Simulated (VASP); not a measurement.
# AlN (P6_3mc) in VASP: a series of runs

Runs on AlN. Level: PBEsol. Tasks: single point, relaxation of cell and atoms.

Everything below comes from runs of VASP 6.6.1. Logs are shortened: lines on timing, memory, paths and dates and some standing lists are left out, and cuts for length are marked.

**1. The cell of the first run**

The structure is hexagonal, space group P6_3mc (No. 186). The conventional cell has a = 3.103 Å, b = 3.103 Å, c = 10.049 Å, α = 90.00°, β = 90.00°, γ = 120.00°. Al (site symmetry 3m) has 4 N at 1.89 to 1.90 Å within 2.5 Å. Al (site symmetry 3m) has 4 N at 1.89 to 1.90 Å within 2.5 Å. Within 2.5 Å of N (site symmetry 3m) lie 4 Al at 1.90 Å. Within 2.5 Å of N (site symmetry 3m) lie 4 Al at 1.89 Å.

**2. Single point, PBEsol**

Input file INCAR:

```
SYSTEM = AlN
PREC = Accurate
ENCUT = 520
EDIFF = 1E-6
ISMEAR = -1
SIGMA = 0.03
LREAL = .FALSE.
LASPH = .TRUE.
NELM = 60
ALGO = Normal
ISIF = 2
LWAVE = .FALSE.
LCHARG = .FALSE.
GGA = PS
NBANDS = 26
```

Input file KPOINTS:

```
Automatic mesh
0
G
  9 9 2
  0 0 0
```

Input file POSCAR:

```
AlN
1.0
    3.1032946664      0.0000000000      0.0000000000
   -1.5516473332      2.6875320166      0.0000000000
    0.0000000000      0.0000000000     10.0485905277
Al N
4 4
Direct
    0.0000000000      0.0000000000     -0.0013026385
    0.3333333333      0.6666666667      0.2497943992
    0.0000000000      0.0000000000      0.4986973615
    0.6666666667      0.3333333333      0.7497943992
    0.0000000000      0.0000000000      0.1882463120
    0.3333333333      0.6666666667      0.4382619273
    0.0000000000      0.0000000000      0.6882463120
    0.6666666667      0.3333333333      0.9382619273
```

Potentials or basis: VASP PAW PBE potentials, release 64 (Al, N).

Command:

```console
$ cat potpaw_PBE.64/Al/POTCAR potpaw_PBE.64/N/POTCAR > POTCAR
$ mpirun -np 1 vasp_std > vasp.out
```

OUTCAR:

```text
SYSTEM = AlN
   PREC = Accurate
   ENCUT = 520
   EDIFF = 1E-6
   ISMEAR = -1
   LREAL = .FALSE.
   LASPH = .TRUE.
   NELM = 60
   ISIF = 2
   GGA = PS

 ion  position               nearest neighbor table
   1  0.000  0.000  0.999-   8 1.89   8 1.89   8 1.89   5 1.90   4 3.08   4 3.08   4 3.08   2 3.09
                             2 3.09   2 3.09
   2  0.333  0.667  0.250-   6 1.89   5 1.90   5 1.90   5 1.90   3 3.08   3 3.08   3 3.08   1 3.09
                             1 3.09   1 3.09
   3  0.000  0.000  0.499-   6 1.89   6 1.89   6 1.89   7 1.90   2 3.08   2 3.08   2 3.08   4 3.09
                             4 3.09   4 3.09
   4  0.667  0.333  0.750-   8 1.89   7 1.90   7 1.90   7 1.90   1 3.08   1 3.08   1 3.08   3 3.09
                             3 3.09   3 3.09
   5  0.000  0.000  0.188-   2 1.90   2 1.90   2 1.90   1 1.90
   6  0.333  0.667  0.438-   3 1.89   3 1.89   3 1.89   2 1.89
   7  0.000  0.000  0.688-   4 1.90   4 1.90   4 1.90   3 1.90
   8  0.667  0.333  0.938-   1 1.89   1 1.89   1 1.89   4 1.89

  LATTYP: Found a hexagonal cell.
 ALAT       =     3.1032946664
 C/A-ratio  =     3.2380394413

  Lattice vectors:

 A1 = (   3.1032946664,   0.0000000000,   0.0000000000)
 A2 = (  -1.5516473332,   2.6875320166,   0.0000000000)
 A3 = (   0.0000000000,   0.0000000000,  10.0485905277)

Analysis of symmetry for initial positions (statically):
=====================================================================
 Subroutine PRICEL returns:
 Original cell was already a primitive cell.

 Routine SETGRP: Setting up the symmetry group for a
 hexagonal supercell.

 Subroutine GETGRP returns: Found 12 space group operations
 (whereof  6 operations were pure point group operations)
 out of a pool of 24 trial point group operations.

The static configuration has the point symmetry C_3v.
 The point group associated with its full space group is C_6v.

Analysis of symmetry for dynamics (positions and initial velocities):
=====================================================================
 Subroutine PRICEL returns:
 Original cell was already a primitive cell.

 Routine SETGRP: Setting up the symmetry group for a
 hexagonal supercell.

 Subroutine GETGRP returns: Found 12 space group operations
 (whereof  6 operations were pure point group operations)
 out of a pool of 24 trial point group operations.

The dynamic configuration has the point symmetry C_3v.
 The point group associated with its full space group is C_6v.

 Subroutine INISYM returns: Found 12 space group operations
 (whereof  6 operations are pure point group operations),
 and found     1 'primitive' translations

----------------------------------------------------------------------------------------

                                     Primitive cell

  volume of cell :      83.8073

  direct lattice vectors                    reciprocal lattice vectors
     3.103294666  0.000000000  0.000000000     0.322238172  0.186044295  0.000000000
    -1.551647333  2.687532017  0.000000000     0.000000000  0.372088591  0.000000000
     0.000000000  0.000000000 10.048590528     0.000000000  0.000000000  0.099516444

  length of vectors
     3.103294666  3.103294666 10.048590528     0.372088591  0.372088591  0.099516444

  position of ions in fractional coordinates (direct lattice)
     0.000000000  0.000000000  0.998697361
     0.333333333  0.666666667  0.249794399
     0.000000000  0.000000000  0.498697361
     0.666666667  0.333333333  0.749794399
     0.000000000  0.000000000  0.188246312
     0.333333333  0.666666667  0.438261927
     0.000000000  0.000000000  0.688246312
     0.666666667  0.333333333  0.938261927

  ion indices of the primitive-cell ions
   primitive index   ion index
                 1           1
                 2           2
                 3           3
                 4           4
                 5           5
                 6           6
                 7           7
                 8           8

----------------------------------------------------------------------------------------

 KPOINTS: Automatic mesh

Automatic generation of k-mesh.
 Grid dimensions read from file:
 generate k-points for:    9    9    2

 Generating k-lattice:

  Cartesian coordinates                     Fractional coordinates (reciprocal lattice)
     0.035804241  0.020671588  0.000000000     0.111111111  0.000000000  0.000000000
     0.000000000  0.041343177  0.000000000     0.000000000  0.111111111  0.000000000
     0.000000000  0.000000000  0.049758222     0.000000000  0.000000000  0.500000000

  Length of vectors
     0.041343177  0.041343177  0.049758222

  Shift w.r.t. Gamma in fractional coordinates (k-lattice)
     0.000000000  0.000000000  0.000000000

 Subroutine IBZKPT returns following result:
 ===========================================

 Found     24 irreducible k-points:

 Following reciprocal coordinates:
            Coordinates               Weight
  0.000000  0.000000  0.000000      1.000000
  0.111111 -0.000000  0.000000      6.000000
  0.222222 -0.000000  0.000000      6.000000
  0.333333  0.000000  0.000000      6.000000
  0.444444 -0.000000  0.000000      6.000000
  0.111111  0.111111  0.000000      6.000000
[... 16 lines left out ...]
  0.333333  0.222222  0.500000     12.000000
  0.333333  0.333333  0.500000      2.000000
   k-points           NKPTS =     24   k-points in BZ     NKDIM =     24   number of bands    NBANDS=     26
   number of dos      NEDOS =    301   number of ions     NIONS =      8
   total plane-waves  NPLWV =  46080
   dimension x,y,z NGX =    24 NGY =   24 NGZ =   80
   dimension x,y,z NGXF=    48 NGYF=   48 NGZF=  160
   ions per type =               4   4
   NGX,Y,Z   is equivalent  to a cutoff of  12.86, 12.86, 13.24 a.u.
   NGXF,Y,Z  is equivalent  to a cutoff of  25.71, 25.71, 26.47 a.u.
 SYSTEM =  AlN
   PREC   = accura    normal or accurate (medium, high low for compatibility)
   ISTART =      0    job   : 0-new  1-cont  2-samecut
   ICHARG =      2    charge: 1-file 2-atom 10-const
   ISPIN  =      1    spin polarized calculation?
   LNONCOLLINEAR =      F non collinear calculations
   LSORBIT =      F    spin-orbit coupling
   LASPH  =      T    aspherical Exc in radial PAW
   ENCUT  =  520.0 eV  38.22 Ry    6.18 a.u.   5.77  5.77 18.68*2*pi/ulx,y,z
   NELM   =     60;   NELMIN=  2; NELMDL= -5     # of ELM steps
   EDIFF  = 0.1E-05   stopping-criterion for ELM
   LREAL  =      F    real-space projection
   EDIFFG = 0.1E-04   stopping-criterion for IOM
   NSW    =      0    number of steps for IOM
   IBRION =     -1    ionic relax: 0-MD 1-quasi-New 2-CG
   NFREE  =      0    steps in history (QN), initial steepest desc. (CG)
   ISIF   =      2    stress and relaxation
   ISYM   =      2    0-nonsym 1-usesym 2-fastsym
   POTIM  = 0.5000    time-step for ionic-motion
   TEBEG  =    0.0;   TEEND  =   0.0 temperature during run
   PSTRESS=    0.0 pullay stress
   NELECT =      32.0000    total number of electrons
   NUPDOWN=      -1.0000    fix difference up-down
   EMIN   =  10.00;   EMAX   =-10.00  energy-range for DOS
   EFERMI =   0.00;   METHOD = LEGACY
   ISMEAR =    -1;   SIGMA  =   0.03  broadening in eV -4-tet -1-fermi 0-gaus
   EFERMI_NEDOS =   21; number of points for ismear=-14 and -15
   IALGO  =     38    algorithm
   IMIX   =      4    mixing-type and parameters
     AMIX     =   0.40;   BMIX     =  1.00
     AMIX_MAG =   1.60;   BMIX_MAG =  1.00
  volume/ion in A,a.u.               =      10.48        70.69
  Fermi-wavevector in a.u.,A,eV,Ry     =   1.187675  2.244380 19.191990  1.410572
  Thomas-Fermi vector in A             =   2.323821
   LORBIT       =      0    0 simple, 1 ext, 2 COOP (PROOUT), +10 PAW based schemes
   GGA     = PS    functional components
   LHFCALC =     F    Hartree Fock is set to
   AEXX    =    0.0000 exact exchange contribution
   IVDW    =     0    specifies the selected vdW correction
   LEPSILON=     F    determine dielectric tensor
   LRPA    =     F    only Hartree local field effects (RPA)
 non-spin polarized calculation
  energy-cutoff  :      520.00
  volume of cell :       83.81
 maximum number of plane-waves:      2272
 NGX is ok and might be reduce to    24
   NGX = 11   NGY = 11   NGZ = 37

 number of electron      31.9999996 magnetization

 Free energy of the ion-electron system (eV)
  ---------------------------------------------------
  ext. energy  EPLUGINS =         0.00000000
  ---------------------------------------------------
  free energy    TOTEN  =       -62.53073754 eV

  energy without entropy =      -62.53073754  energy(sigma->0) =      -62.53073754

 E-fermi :   6.5816     XC(G=0): -11.0995

 val. band max:        5.9178480898   @ k =   0.0000   0.0000   0.0000
 cond. band min:       9.9392409425   @ k =   0.4444  -0.0000   0.0000
 fundamental gap:      4.0213928527
 Fermi energy:         6.5816400665

 k-point     1 :       0.0000    0.0000    0.0000
  band No.  band energies     occupation
      1      -9.1083      2.00000
      2      -8.2547      2.00000
      3      -8.2157      2.00000
      4      -6.9943      2.00000
      5      -0.0397      2.00000
      6       2.5700      2.00000
[... 18 lines left out ...]
     25      16.8617      0.00000
     26      17.4772      0.00000

 k-point     2 :       0.1111   -0.0000    0.0000
  band No.  band energies     occupation
      1      -8.9487      2.00000
      2      -8.1158      2.00000
      3      -8.0766      2.00000
      4      -6.9022      2.00000
      5       0.1508      2.00000
      6       2.5320      2.00000
[... 18 lines left out ...]
     25      17.1394      0.00000
     26      17.2794      0.00000

 k-point     3 :       0.2222   -0.0000    0.0000
  band No.  band energies     occupation
      1      -8.4948      2.00000
      2      -7.7320      2.00000
      3      -7.6923      2.00000
      4      -6.6690      2.00000
      5       0.7030      2.00000
      6       2.0900      2.00000
[... 18 lines left out ...]
     25      16.6833      0.00000
     26      17.5380      0.00000

 k-point     4 :       0.3333    0.0000    0.0000
  band No.  band energies     occupation
      1      -7.8386      2.00000
      2      -7.2201      2.00000
      3      -7.1813      2.00000
      4      -6.4350      2.00000
      5       1.0066      2.00000
      6       1.2511      2.00000
[... 18 lines left out ...]
     25      16.9641      0.00000
     26      17.2946      0.00000

 k-point     5 :       0.4444   -0.0000    0.0000
  band No.  band energies     occupation
      1      -7.2082      2.00000
      2      -6.8259      2.00000
      3      -6.7932      2.00000
      4      -6.3884      2.00000
      5       0.1753      2.00000
      6       0.5372      2.00000
[... 18 lines left out ...]
     25      16.8721      0.00000
     26      17.2940      0.00000

 k-point     6 :       0.1111    0.1111    0.0000
  band No.  band energies     occupation
      1      -8.6414      2.00000
      2      -7.8539      2.00000
      3      -7.8143      2.00000
      4      -6.7387      2.00000
      5       0.5230      2.00000
      6       2.3193      2.00000
[... 427 lines left out ...]
 k-point    21 :       0.4444    0.1111    0.5000
  band No.  band energies     occupation
      1      -6.9208      2.00000
      2      -6.9208      2.00000
      3      -6.4917      2.00000
      4      -6.4917      2.00000
      5       0.4582      2.00000
      6       0.4582      2.00000
[... 18 lines left out ...]
     25      16.8817      0.00000
     26      16.8817      0.00000

 k-point    22 :       0.2222    0.2222    0.5000
  band No.  band energies     occupation
      1      -7.3437      2.00000
      2      -7.3437      2.00000
      3      -6.5363      2.00000
      4      -6.5363      2.00000
      5       1.3007      2.00000
      6       1.3007      2.00000
[... 18 lines left out ...]
     25      17.0837      0.00000
     26      17.0895      0.00000

 k-point    23 :       0.3333    0.2222    0.5000
  band No.  band energies     occupation
      1      -6.8478      2.00000
      2      -6.8478      2.00000
      3      -6.4513      2.00000
      4      -6.4513      2.00000
      5       0.9018      2.00000
      6       0.9018      2.00000
[... 18 lines left out ...]
     25      17.3576      0.00000
     26      17.3580      0.00000

 k-point    24 :       0.3333    0.3333    0.5000
  band No.  band energies     occupation
      1      -6.5629      2.00000
      2      -6.5629      2.00000
      3      -6.5304      2.00000
      4      -6.5304      2.00000
      5       1.1493      2.00000
      6       1.1493      2.00000
[... 18 lines left out ...]
     25      17.7339      0.00000
     26      17.7397      0.00000

------------------------ aborting loop because EDIFF is reached ----------------------------------------

  FORCE on cell =-STRESS in cart. coord.  units (eV):
  Direction    XX          YY          ZZ          XY          YZ          ZX
  --------------------------------------------------------------------------------------
  -------------------------------------------------------------------------------------
  Total       -0.0075490     -0.0075490     -0.0032884      0.0000000      0.0000000      0.0000000
  in kB       -0.1443175     -0.1443175     -0.0628656      0.0000000      0.0000000      0.0000000
  external PRESSURE =      -0.1171669 kB  Pullay stress =       0.0000000 kB

 VOLUME and BASIS-vectors are now :
 -----------------------------------------------------------------------------
  energy-cutoff  :      520.00
  volume of cell :       83.81
      direct lattice vectors                 reciprocal lattice vectors
     3.103294666  0.000000000  0.000000000     0.322238172  0.186044295  0.000000000
    -1.551647333  2.687532017  0.000000000     0.000000000  0.372088591  0.000000000
     0.000000000  0.000000000 10.048590528     0.000000000  0.000000000  0.099516444

 POSITION                                       TOTAL-FORCE (eV/Angst)
 -----------------------------------------------------------------------------------
      0.00000      0.00000     10.03550         0.000000      0.000000      0.000086
     -0.00000      1.79169      2.51008        -0.000000      0.000000      0.002795
      0.00000      0.00000      5.01121        -0.000000     -0.000000      0.000086
      1.55165      0.89584      7.53438         0.000000     -0.000000      0.002795
      0.00000      0.00000      1.89161         0.000000     -0.000000     -0.000967
     -0.00000      1.79169      4.40391        -0.000000     -0.000000     -0.001913
      0.00000      0.00000      6.91591        -0.000000      0.000000     -0.000967
      1.55165      0.89584      9.42821        -0.000000      0.000000     -0.001913
 -----------------------------------------------------------------------------------
    total drift:                               -0.000000     -0.000000      0.001914

  FREE ENERGIE OF THE ION-ELECTRON SYSTEM (eV)
  ---------------------------------------------------
  free  energy   TOTEN  =       -62.5307375409 eV

  energy  without entropy=      -62.5307375408  energy(sigma->0) =      -62.53073754
```

Run time: 45 s. Hardware: 1 thread of Intel Xeon Platinum 8488C (Sapphire Rapids), shared host; peak memory 0.21 GiB.

Results:

* Free energy: -62.5307 eV
* Pressure: 0.0 GPa
* Band gap on the k mesh: 4.02 eV, indirect (least direct gap 4.09 eV)

Forces in eV/Å, atoms in the order of the input:
```
Al   0.000  0.000  0.000
Al   0.000  0.000  0.003
Al   0.000  0.000  0.000
Al   0.000  0.000  0.003
N    0.000  0.000 -0.001
N    0.000  0.000 -0.002
N    0.000  0.000 -0.001
N    0.000  0.000 -0.002
```

Levels at points of the mesh, in eV from the valence-band top:
```tsv
k point	band 14	band 15	band 16	band 17	band 18	band 19
(0.00, 0.00, 0.00)	-0.10	-0.10	0.00	4.09	6.22	6.50
(0.00, 0.00, 0.50)	-0.18	-0.18	-0.18	5.04	5.04	6.89
```

Caveat: the PAW data sets were made with another functional, which shifts forces and pressure a little.

**3. Relaxation of cell and atoms, PBEsol**

This run uses another cell than the first one, of 8.85 Å³/atom, 0.845 times its volume.

Input file INCAR:

```
SYSTEM = AlN
ALGO = Normal ; EDIFF = 1E-7
EDIFFG = -0.01 ; ENCUT = 600
GGA = PS ; IBRION = 2
ISIF = 3 ; ISMEAR = -1
LASPH = .TRUE. ; LCHARG = .FALSE.
LREAL = .FALSE. ; LWAVE = .FALSE.
NELM = 80 ; NSW = 100
PREC = Accurate ; SIGMA = 0.03
```

Input file KPOINTS:

```
k-points
0
G
  9 9 2
  0 0 0
```

Input file POSCAR:

```
AlN
1.0
    2.9251806508      0.0000000000      0.0000000000
   -1.4625903254      2.5332807543      0.0000000000
    0.0000000000      0.0000000000      9.5536400056
Al N
4 4
Direct
    0.0000000000      0.0000000000      0.0000000000
    0.3333333333      0.6666666667      0.2500000000
    0.0000000000      0.0000000000      0.5000000000
    0.6666666667      0.3333333333      0.7500000000
    0.0000000000      0.0000000000      0.1875000000
    0.3333333333      0.6666666667      0.4375000000
    0.0000000000      0.0000000000      0.6875000000
    0.6666666667      0.3333333333      0.9375000000
```

Potentials or basis: VASP PAW PBE potentials, release 64 (Al, N).

Command:

```console
$ cat potpaw_PBE.64/Al/POTCAR potpaw_PBE.64/N/POTCAR > POTCAR
$ mpirun -np 1 vasp_std > vasp.out
```

Run time: 3.1 min. Hardware: 1 thread of Intel Xeon Platinum 8488C (Sapphire Rapids), shared host; peak memory 0.21 GiB.

Results (log left out):

- Free energy: -62.5237 eV
- Relaxed volume: 10.48 Å³/atom
- Relaxed cell: a = 3.103 Å, b = 3.103 Å, c = 10.050 Å, α = 90.00°, β = 90.00°, γ = 120.00°
- Space group after relaxing (to 0.05 Å): P6_3mc (No. 186)
- Energy gained by relaxing: 210.4 meV/atom
- Ionic steps: 9
- Pressure after relaxing: 0.0 GPa
- Largest force after relaxing: 0.009 eV/Å
- Band gap on the k mesh: 4.02 eV, indirect (least direct gap 4.09 eV)

Forces on the atoms (eV/Å):
```
Al   0.000  0.000 -0.009
Al   0.000  0.000  0.006
Al   0.000  0.000 -0.009
Al   0.000  0.000  0.006
N    0.000  0.000  0.002
N    0.000  0.000  0.001
N    0.000  0.000  0.002
N    0.000  0.000  0.001
```

The path:
| step | energy change (eV) | largest force (eV/Å) | pressure (GPa) | volume (Å³) |
| --- | --- | --- | --- | --- |
| 1 | 0.0000 | 0.3536 | 47.32 | 70.80 |
| 2 | -0.0282 | 0.1348 | -26.35 | 101.09 |
| 3 | -1.6796 | 0.0567 | -1.10 | 84.28 |
| 4 | -1.6811 | 0.0548 | -0.21 | 83.90 |
| 5 | -1.6808 | 0.0535 | 0.46 | 83.62 |
| 6 | -1.6824 | 0.0491 | 0.45 | 83.62 |
| 7 | -1.6826 | 0.0560 | 0.45 | 83.62 |
| 8 | -1.6828 | 0.0268 | -0.39 | 83.96 |
| 9 | -1.6830 | 0.0088 | -0.02 | 83.81 |

Final structure:
```xyz
8
Lattice="3.1032 0.0000 0.0000 -1.5516 2.6874 0.0000 0.0000 0.0000 10.0498" Properties=species:S:1:pos:R:3 pbc="T T T"
Al    0.0000    0.0000   10.0371
Al    0.0000    1.7916    2.5104
Al    0.0000    0.0000    5.0122
Al    1.5516    0.8958    7.5353
N     0.0000    0.0000    1.8917
N     0.0000    1.7916    4.4043
N     0.0000    0.0000    6.9166
N     1.5516    0.8958    9.4292
```

Levels at points of the mesh, in eV from the valence-band top:
| k point | band 12 | band 13 | band 14 | band 15 | band 16 | band 17 | band 18 | band 19 | band 20 | band 21 |
| --- | --- | --- | --- | --- | --- | --- | --- | --- | --- | --- |
| (0.00, 0.00, 0.00) | -0.35 | -0.35 | -0.09 | -0.09 | 0.00 | 4.09 | 6.22 | 6.50 | 6.91 | 10.05 |
| (0.00, 0.00, 0.50) | -0.58 | -0.18 | -0.18 | -0.18 | -0.18 | 5.05 | 5.05 | 6.89 | 6.89 | 10.03 |

Caveat: the volume moved by over 15 % at a fixed basis, so the end points are rough; the PAW data sets were made with another functional, which shifts forces and pressure a little. PBEsol gaps usually lie below the measured ones, often by a third to a half.
